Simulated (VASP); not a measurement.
# Cl (P6/mmm) in VASP: notebook

Runs on Cl. Level: PBEsol. Tasks: single point, relaxation of cell and atoms.

Program: VASP 6.6.1. These are calculated values, not measurements. Logs are shortened: lines on timing, memory, paths and dates and some standing lists are left out, and cuts for length are marked.

### Step 1. The cell of the first run

It takes space group P6/mmm (No. 191, hexagonal). Conventional cell: a = 6.395 Å, b = 6.395 Å, c = 2.257 Å, α = 90.00°, β = 90.00°, γ = 120.00°. Cl (site symmetry 6/mmm) has 2 Cl at 2.26 Å within 3.0 Å. Within 3.0 Å of Cl (site symmetry -6m2) lie 2 Cl at 2.26 Å.

### Step 2. Single point, PBEsol

INCAR reads:

```
PREC = Accurate
ENCUT = 500
EDIFF = 1E-6
ISMEAR = 0
SIGMA = 0.1
LREAL = F
LASPH = T
NELM = 120
ALGO = Normal
ISIF = 2
LWAVE = F
LCHARG = F
GGA = PS
NBANDS = 18
GGA_COMPAT = F
```

KPOINTS reads:

```
Automatic mesh
0
Gamma
  9 9 20
```

POSCAR reads:

```
Cl
1.0
    6.3945773790      0.0000000000      0.0000000000
   -3.1972886895      5.5378664567      0.0000000000
    0.0000000000      0.0000000000      2.2565146423
Cl
3
Direct
    0.0000000000      0.0000000000      0.0000000000
    0.3333333333      0.6666666667      0.5000000000
    0.6666666667      0.3333333333      0.5000000000
```

Potentials or basis: VASP PAW PBE potentials, release 64 (Cl).

The run is started by

```bash
cat potpaw_PBE.64/Cl/POTCAR > POTCAR
mpirun -np 1 vasp_std > vasp.out
```

OUTCAR:

```text
PREC = Accurate
   ENCUT = 500
   EDIFF = 1E-6
   ISMEAR = 0
   LREAL = F
   LASPH = T
   NELM = 120
   ISIF = 2
   GGA = PS

 ion  position               nearest neighbor table
   1  0.000  0.000  0.000-
   2  0.333  0.667  0.500-
   3  0.667  0.333  0.500-

  LATTYP: Found a hexagonal cell.
 ALAT       =     6.3945773790
 C/A-ratio  =     0.3528794021

  Lattice vectors:

 A1 = (   6.3945773790,   0.0000000000,   0.0000000000)
 A2 = (  -3.1972886895,   5.5378664567,   0.0000000000)
 A3 = (   0.0000000000,   0.0000000000,   2.2565146423)

Analysis of symmetry for initial positions (statically):
=====================================================================
 Subroutine PRICEL returns:
 Original cell was already a primitive cell.

 Routine SETGRP: Setting up the symmetry group for a
 hexagonal supercell.

 Subroutine GETGRP returns: Found 24 space group operations
 (whereof 24 operations were pure point group operations)
 out of a pool of 24 trial point group operations.

The static configuration has the point symmetry D_6h.

Analysis of symmetry for dynamics (positions and initial velocities):
=====================================================================
 Subroutine PRICEL returns:
 Original cell was already a primitive cell.

 Routine SETGRP: Setting up the symmetry group for a
 hexagonal supercell.

 Subroutine GETGRP returns: Found 24 space group operations
 (whereof 24 operations were pure point group operations)
 out of a pool of 24 trial point group operations.

The dynamic configuration has the point symmetry D_6h.

 Subroutine INISYM returns: Found 24 space group operations
 (whereof 24 operations are pure point group operations),
 and found     1 'primitive' translations

----------------------------------------------------------------------------------------

                                     Primitive cell

  volume of cell :      79.9084

  direct lattice vectors                    reciprocal lattice vectors
     6.394577379  0.000000000  0.000000000     0.156382500  0.090287479  0.000000000
    -3.197288690  5.537866457  0.000000000     0.000000000  0.180574957  0.000000000
     0.000000000  0.000000000  2.256514642     0.000000000  0.000000000  0.443161317

  length of vectors
     6.394577379  6.394577379  2.256514642     0.180574957  0.180574957  0.443161317

  position of ions in fractional coordinates (direct lattice)
     0.000000000  0.000000000  0.000000000
     0.333333333  0.666666667  0.500000000
     0.666666667  0.333333333  0.500000000

  ion indices of the primitive-cell ions
   primitive index   ion index
                 1           1
                 2           2
                 3           3

----------------------------------------------------------------------------------------

 KPOINTS: Automatic mesh

Automatic generation of k-mesh.
 Grid dimensions read from file:
 generate k-points for:    9    9   20

 Generating k-lattice:

  Cartesian coordinates                     Fractional coordinates (reciprocal lattice)
     0.017375833  0.010031942  0.000000000     0.111111111 -0.000000000  0.000000000
     0.000000000  0.020063884  0.000000000     0.000000000  0.111111111  0.000000000
     0.000000000  0.000000000  0.022158066     0.000000000  0.000000000  0.050000000

  Length of vectors
     0.020063884  0.020063884  0.022158066

  Shift w.r.t. Gamma in fractional coordinates (k-lattice)
     0.000000000  0.000000000  0.000000000

 Subroutine IBZKPT returns following result:
 ===========================================

 Found    132 irreducible k-points:

 Following reciprocal coordinates:
            Coordinates               Weight
  0.000000  0.000000  0.000000      1.000000
  0.111111  0.000000  0.000000      6.000000
  0.222222  0.000000  0.000000      6.000000
  0.333333 -0.000000  0.000000      6.000000
  0.444444  0.000000  0.000000      6.000000
  0.111111  0.111111  0.000000      6.000000
[... 16 lines left out ...]
  0.333333  0.222222  0.050000     24.000000
  0.333333  0.333333  0.050000      4.000000
 [... further k-points ...]
   k-points           NKPTS =    132   k-points in BZ     NKDIM =    132   number of bands    NBANDS=     18
   number of dos      NEDOS =    301   number of ions     NIONS =      3
   total plane-waves  NPLWV =  36864
   dimension x,y,z NGX =    48 NGY =   48 NGZ =   16
   dimension x,y,z NGXF=    96 NGYF=   96 NGZF=   32
   ions per type =               3
   NGX,Y,Z   is equivalent  to a cutoff of  12.48, 12.48, 11.79 a.u.
   NGXF,Y,Z  is equivalent  to a cutoff of  24.96, 24.96, 23.58 a.u.
 SYSTEM =  unknown system
   PREC   = accura    normal or accurate (medium, high low for compatibility)
   ISTART =      0    job   : 0-new  1-cont  2-samecut
   ICHARG =      2    charge: 1-file 2-atom 10-const
   ISPIN  =      1    spin polarized calculation?
   LNONCOLLINEAR =      F non collinear calculations
   LSORBIT =      F    spin-orbit coupling
   LASPH  =      T    aspherical Exc in radial PAW
   ENCUT  =  500.0 eV  36.75 Ry    6.06 a.u.  11.66 11.66  4.11*2*pi/ulx,y,z
   NELM   =    120;   NELMIN=  2; NELMDL= -5     # of ELM steps
   EDIFF  = 0.1E-05   stopping-criterion for ELM
   LREAL  =      F    real-space projection
   EDIFFG = 0.1E-04   stopping-criterion for IOM
   NSW    =      0    number of steps for IOM
   IBRION =     -1    ionic relax: 0-MD 1-quasi-New 2-CG
   NFREE  =      0    steps in history (QN), initial steepest desc. (CG)
   ISIF   =      2    stress and relaxation
   ISYM   =      2    0-nonsym 1-usesym 2-fastsym
   POTIM  = 0.5000    time-step for ionic-motion
   TEBEG  =    0.0;   TEEND  =   0.0 temperature during run
   PSTRESS=    0.0 pullay stress
   NELECT =      21.0000    total number of electrons
   NUPDOWN=      -1.0000    fix difference up-down
   EMIN   =  10.00;   EMAX   =-10.00  energy-range for DOS
   EFERMI =   0.00;   METHOD = LEGACY
   ISMEAR =     0;   SIGMA  =   0.10  broadening in eV -4-tet -1-fermi 0-gaus
   EFERMI_NEDOS =   21; number of points for ismear=-14 and -15
   IALGO  =     38    algorithm
   IMIX   =      4    mixing-type and parameters
     AMIX     =   0.40;   BMIX     =  1.00
     AMIX_MAG =   1.60;   BMIX_MAG =  1.00
  volume/ion in A,a.u.               =      26.64       179.75
  Fermi-wavevector in a.u.,A,eV,Ry     =   1.048618  1.981600 14.960948  1.099599
  Thomas-Fermi vector in A             =   2.183547
   LORBIT       =      0    0 simple, 1 ext, 2 COOP (PROOUT), +10 PAW based schemes
   GGA     = PS    functional components
   LHFCALC =     F    Hartree Fock is set to
   AEXX    =    0.0000 exact exchange contribution
   IVDW    =     0    specifies the selected vdW correction
   LEPSILON=     F    determine dielectric tensor
   LRPA    =     F    only Hartree local field effects (RPA)
 non-spin polarized calculation
 Gauss-broadening in eV      SIGMA  =   0.10
  energy-cutoff  :      500.00
  volume of cell :       79.91
 maximum number of plane-waves:      2060
 NGX is ok and might be reduce to    48
   NGX = 23   NGY = 23   NGZ =  9

 number of electron      20.9999987 magnetization

 Free energy of the ion-electron system (eV)
  ---------------------------------------------------
  ext. energy  EPLUGINS =         0.00000000
  ---------------------------------------------------
  free energy    TOTEN  =        -5.45165932 eV

  energy without entropy =       -5.42866269  energy(sigma->0) =       -5.44016100

 E-fermi :   0.0946     XC(G=0):  -8.2907

 val. band max:        0.0903960199   @ k =   0.3333  -0.0000   0.5000
 cond. band min:       0.0978186677   @ k =   0.2222   0.1111   0.5000
 fundamental gap:      0.0074226478
 Fermi energy:         0.0945829567

 k-point     1 :       0.0000    0.0000    0.0000
  band No.  band energies     occupation
      1     -16.4340      2.00000
      2     -16.1726      2.00000
      3     -16.0716      2.00000
      4      -3.6461      2.00000
      5      -3.6461      2.00000
      6      -3.5553      2.00000
[... 10 lines left out ...]
     17      10.0490      0.00000
     18      11.1412      0.00000

 k-point     2 :       0.1111    0.0000    0.0000
  band No.  band energies     occupation
      1     -16.4246      2.00000
      2     -16.1781      2.00000
      3     -16.0765      2.00000
      4      -3.7930      2.00000
      5      -3.7619      2.00000
      6      -3.3847      2.00000
[... 10 lines left out ...]
     17      10.5712      0.00000
     18      10.9285      0.00000

 k-point     3 :       0.2222    0.0000    0.0000
  band No.  band energies     occupation
      1     -16.3979      2.00000
      2     -16.1940      2.00000
      3     -16.0899      2.00000
      4      -3.9416      2.00000
      5      -3.8091      2.00000
      6      -3.1668      2.00000
[... 10 lines left out ...]
     17      10.4527      0.00000
     18      11.1575      0.00000

 k-point     4 :       0.3333   -0.0000    0.0000
  band No.  band energies     occupation
      1     -16.3587      2.00000
      2     -16.2193      2.00000
      3     -16.1066      2.00000
      4      -4.0468      2.00000
      5      -3.7413      2.00000
      6      -2.9740      2.00000
[... 375 lines left out ...]
      4      -3.8507      2.00000
      5      -3.8245      2.00000
      6      -3.1003      2.00000
[... 10 lines left out ...]
     17      10.7675      0.00000
     18      10.7749      0.00000

 k-point    23 :       0.3333    0.2222    0.0500
  band No.  band energies     occupation
      1     -16.2400      2.00000
      2     -16.1924      2.00000
      3     -16.0699      2.00000
      4      -3.8733      2.00000
      5      -3.6640      2.00000
      6      -3.4006      2.00000
[... 10 lines left out ...]
     17      10.3104      0.00000
     18      11.1480      0.00000

 k-point    24 :       0.3333    0.3333    0.0500
  band No.  band energies     occupation
      1     -16.2129      2.00000
      2     -16.2129      2.00000
      3     -16.0771      2.00000
      4      -3.7128      2.00000
      5      -3.6467      2.00000
      6      -3.6467      2.00000
[... 10 lines left out ...]
     17      10.5202      0.00000
     18      10.5202      0.00000

 [... further k-points ...]

------------------------ aborting loop because EDIFF is reached ----------------------------------------

  FORCE on cell =-STRESS in cart. coord.  units (eV):
  Direction    XX          YY          ZZ          XY          YZ          ZX
  --------------------------------------------------------------------------------------
  -------------------------------------------------------------------------------------
  Total       -0.0294039     -0.0294039     -0.1969023      0.0000000     -0.0000000      0.0000000
  in kB       -0.5895537     -0.5895537     -3.9479245      0.0000000     -0.0000000      0.0000000
  external PRESSURE =      -1.7090106 kB  Pullay stress =       0.0000000 kB

 VOLUME and BASIS-vectors are now :
 -----------------------------------------------------------------------------
  energy-cutoff  :      500.00
  volume of cell :       79.91
      direct lattice vectors                 reciprocal lattice vectors
     6.394577379  0.000000000  0.000000000     0.156382500  0.090287479  0.000000000
    -3.197288690  5.537866457  0.000000000     0.000000000  0.180574957  0.000000000
     0.000000000  0.000000000  2.256514642     0.000000000  0.000000000  0.443161317

 POSITION                                       TOTAL-FORCE (eV/Angst)
 -----------------------------------------------------------------------------------
      0.00000      0.00000      0.00000        -0.000000      0.000000      0.000000
     -0.00000      3.69191      1.12826        -0.000000      0.000000      0.000000
      3.19729      1.84596      1.12826         0.000000     -0.000000     -0.000000
 -----------------------------------------------------------------------------------
    total drift:                               -0.000000      0.000000     -0.000000

  FREE ENERGIE OF THE ION-ELECTRON SYSTEM (eV)
  ---------------------------------------------------
  free  energy   TOTEN  =        -5.4516593173 eV

  energy  without entropy=       -5.4286626864  energy(sigma->0) =       -5.44016100
```

It took 5 min on 1 thread of Oxide Virtual Turin-like, shared host; peak memory 0.23 GiB.

What came out:

* Free energy: -5.4517 eV
* Pressure: -0.2 GPa
* Band gap on the k mesh: zero (an odd number of electrons rules out a gap without spin polarisation)

Stress tensor (GPa, compression positive):
```
-0.06  0.00  0.00
 0.00 -0.06  0.00
 0.00  0.00 -0.39
```

Caveat: the PAW data sets were made with another functional, which shifts forces and pressure a little; an odd number of electrons without spin polarisation forces a metal; a magnetic or distorted state may lie lower.

### Step 3. Relaxation of cell and atoms, PBEsol

This run uses another cell than the first one, of 26.93 Å³/atom.

INCAR reads:

```
PREC = Accurate
ENCUT = 500
EDIFF = 1E-7
ISMEAR = 0
SIGMA = 0.1
LREAL = False
LASPH = True
NELM = 120
ALGO = Normal
ISIF = 3
LWAVE = False
LCHARG = False
GGA = PS
IBRION = 2
NSW = 100
EDIFFG = -0.01
GGA_COMPAT = False
NELMIN = 4
```

KPOINTS reads:

```
regular mesh
0
Gamma
  9 9 20
```

POSCAR reads:

```
Cl
1.0
    6.4377650118      0.0000000000      0.0000000000
   -3.2188825059      5.5752680438      0.0000000000
    0.0000000000      0.0000000000      2.2507018938
Cl
3
Direct
    0.0000000000      0.0000000000      0.0000000000
    0.3333333333      0.6666666667      0.5000000000
    0.6666666667      0.3333333333      0.5000000000
```

Potentials or basis: VASP PAW PBE potentials, release 64 (Cl).

The run is started by

```bash
cat potpaw_PBE.64/Cl/POTCAR > POTCAR
mpirun -np 1 vasp_std > vasp.out
```

It took 11 min on 1 thread of Oxide Virtual Turin-like, shared host; peak memory 0.22 GiB.

The run converged. Its results:

```
Free energy                           : -5.4523 eV
Relaxed volume                        : 26.43 Å³/atom
Relaxed cell                          : a = 6.375 Å, b = 6.375 Å, c = 2.253 Å, α = 90.00°, β = 90.00°, γ = 120.00°
Space group after relaxing (to 0.1 Å) : P6/mmm (No. 191)
Energy gained by relaxing             : 0.2 meV/atom
Ionic steps                           : 6
Pressure after relaxing               : 0.0 GPa
Band gap on the k mesh                : zero (an odd number of electrons rules out a gap without spin polarisation)
```

The path:
| step | energy change (eV) | largest force (eV/Å) | pressure (GPa) | volume (Å³) |
| --- | --- | --- | --- | --- |
| 1 | 0.0000 | 0.0000 | -0.01 | 80.78 |
| 2 | -0.0001 | 0.0000 | -0.10 | 80.76 |
| 3 | -0.0001 | 0.0000 | -0.09 | 80.76 |
| 4 | -0.0001 | 0.0000 | -0.09 | 80.62 |
| 5 | -0.0003 | 0.0000 | -0.06 | 80.18 |
| 6 | -0.0006 | 0.0000 | -0.02 | 79.30 |

Final structure:
```
Cl
1.0
     6.37494    0.00000    0.00000
    -3.18747    5.52086    0.00000
     0.00000    0.00000    2.25328
Cl
3
Direct
  0.00000 0.00000 0.00000
  0.33333 0.66667 0.50000
  0.66667 0.33333 0.50000
```

Levels at points of the mesh, in eV from the Fermi level:
| k point | band 7 | band 8 | band 9 | band 10 | band 11 | band 12 | band 13 | band 14 |
| --- | --- | --- | --- | --- | --- | --- | --- | --- |
| (0.00, 0.00, 0.00) | -3.68 | -2.40 | -2.40 | 4.99 | 5.05 | 5.17 | 5.61 | 9.97 |
| (0.00, 0.00, 0.50) | -0.47 | -0.47 | -0.06 | -0.06 | 0.06 | 0.06 | 8.42 | 8.42 |

Caveat: the PAW data sets were made with another functional, which shifts forces and pressure a little; an odd number of electrons without spin polarisation forces a metal; a magnetic or distorted state may lie lower.
